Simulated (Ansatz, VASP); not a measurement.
## P: VASP beside Ansatz

The input INCAR:

```
SYSTEM = P
PREC = Accurate ; ENCUT = 520
EDIFF = 1E-6 ; ISMEAR = 0
SIGMA = 0.15 ; LREAL = .False.
LASPH = .True. ; NELM = 80
ALGO = Normal ; ISIF = 2
LWAVE = .False. ; LCHARG = .False.
GGA = PS ; NBANDS = 8
```

KPOINTS

```
regular mesh
0
Gamma
  12 12 12
  0 0 0
```

File POSCAR:

```
P
1.0
    4.2729048574      0.0320467864      0.0000000000
    0.0320467864      4.2729048574      0.0000000000
    0.0000000000      0.0000000000      4.3780000000
P
1
Direct
    0.0000000000      0.0000000000      0.0000000000
```

Input for Ansatz:

```yaml
crystal:
  lattice:
    - [4.2729048574, 0.0320467864, 0.0]
    - [0.0320467864, 4.2729048574, 0.0]
    - [0.0, 0.0, 4.378]
  atoms:
    - { symbol: P, position: [0.0, 0.0, 0.0] }
basis:
  ecutwfc: 420
kpoints:
  mp_grid: { grid: [12, 12, 12] }
hamiltonian:
  xc: pbesol
scf:
  occupations: { method: gaussian, width: 0.15 }
output:
  forces: true
  stress: true
  eigenvalues: true
```

Change from the starting cell: strain +0.0150 x Voigt [0, 0, 0, 0, 0, 1], atoms carried along.

Alike in both runs: task single point; functional PBEsol; k mesh 12 × 12 × 12; occupations gaussian, width 0.15 eV; no spin polarisation.

```csv
,VASP,Ansatz
version,VASP 6.6.1,Ansatz 0.2.0
potentials or method,"VASP PAW PBE potentials, release 64 (P), cutoff 520 eV","scalar-relativistic, plane waves, PAW"
valence electrons in the cell,5,5
```

|  | VASP | Ansatz | Ansatz less VASP |
| --- | --- | --- | --- |
| gap on the k mesh at the Fermi level (eV) | none | none | - |
| pressure (GPa) | -3.9 | -3.8 | +0.01 |
| traceless stress, the component that is largest in VASP (GPa) | 0.28 | 0.28 | 0.000 |

VASP's potentials were made for PBE, not for PBEsol. A gap of «none» marks a metal or a gap that the smearing closes. With one functional, cell and mesh, what is left measures potentials, basis and numerics.
